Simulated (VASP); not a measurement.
Wanted: the native input for a VASP 6.6.1 run.

```
Task                   : single point
Functional             : r2SCAN
Potentials or basis    : VASP PAW PBE potentials, release 64 (Zr_sv)
Cutoff                 : 520 eV
k mesh                 : 20 × 20 × 20
Occupations            : fermi-dirac, width 0.1 eV
Spin                   : no spin polarisation
Dipole correction      : no
Further INCAR settings : ALGO = Normal; EDIFF = 1e-06; NBANDS = 12
```

Crystal: Zr.

```
CELL_PARAMETERS angstrom
0.00000 2.26823 2.26823
2.26823 0.00000 2.26823
2.26823 2.26823 0.00000
ATOMIC_POSITIONS crystal
Zr 0.00000 0.00000 0.00000
```

One way to write it, as run:

POSCAR

```
Zr
1.0
    0.0000000000      2.2682329870      2.2682329870
    2.2682329870      0.0000000000      2.2682329870
    2.2682329870      2.2682329870      0.0000000000
Zr
1
Direct
    0.0000000000      0.0000000000      0.0000000000
```

INCAR.step1

```
SYSTEM = Zr
PREC     = Accurate       ! precision mode
ENCUT    = 520            ! plane-wave cutoff, eV
ISMEAR   = -1             ! smearing method
SIGMA    = 0.1            ! smearing width, eV
LREAL    = .False.        ! projectors in reciprocal space
LASPH    = .True.         ! aspherical terms in the spheres
NELM     = 80             ! most SCF steps
NBANDS   = 12             ! bands
GGA      = PE             ! functional
ALGO     = Normal         ! electronic algorithm
EDIFF    = 1E-4           ! SCF threshold, eV
LWAVE    = .True.         ! write WAVECAR
LCHARG   = .False.        ! write CHGCAR
```

INCAR.step2

```
SYSTEM = Zr
PREC     = Accurate       ! precision mode
ENCUT    = 520            ! plane-wave cutoff, eV
EDIFF    = 1E-6           ! SCF threshold, eV
ISMEAR   = -1             ! smearing method
SIGMA    = 0.1            ! smearing width, eV
LREAL    = .False.        ! projectors in reciprocal space
LASPH    = .True.         ! aspherical terms in the spheres
NELM     = 80             ! most SCF steps
ALGO     = Normal         ! electronic algorithm
ISIF     = 2              ! what is computed and relaxed
LWAVE    = .False.        ! write WAVECAR
LCHARG   = .False.        ! write CHGCAR
METAGGA  = R2SCAN         ! meta-GGA
LMIXTAU  = .True.       
NBANDS   = 12             ! bands
ISTART   = 1
```

KPOINTS

```
Automatic mesh
0
Gamma
  20 20 20
  0 0 0
```

Potentials or basis: VASP PAW PBE potentials, release 64 (Zr_sv).

Run with:

```console
$ cat potpaw_PBE.64/Zr_sv/POTCAR > POTCAR
$ cp INCAR.step1 INCAR
$ mpirun -np 1 vasp_std > vasp.out
$ cp INCAR.step2 INCAR
$ mpirun -np 1 vasp_std > vasp.out
```

Results of the run:

| Property | Result |
| --- | --- |
| Pressure | 0.1 GPa |
| Band gap on the k mesh | zero (band 6 reaches 10.01 eV, above the bottom of band 7 at 8.43 eV) |

Caveat: the PAW data sets were made with another functional, which shifts forces and pressure a little.

Run time: 2.8 min on 1 thread of Intel(R) Xeon(R) Platinum 8375C CPU @ 2.90GHz (Ice Lake) (shared host), peak memory 0.19 GiB.
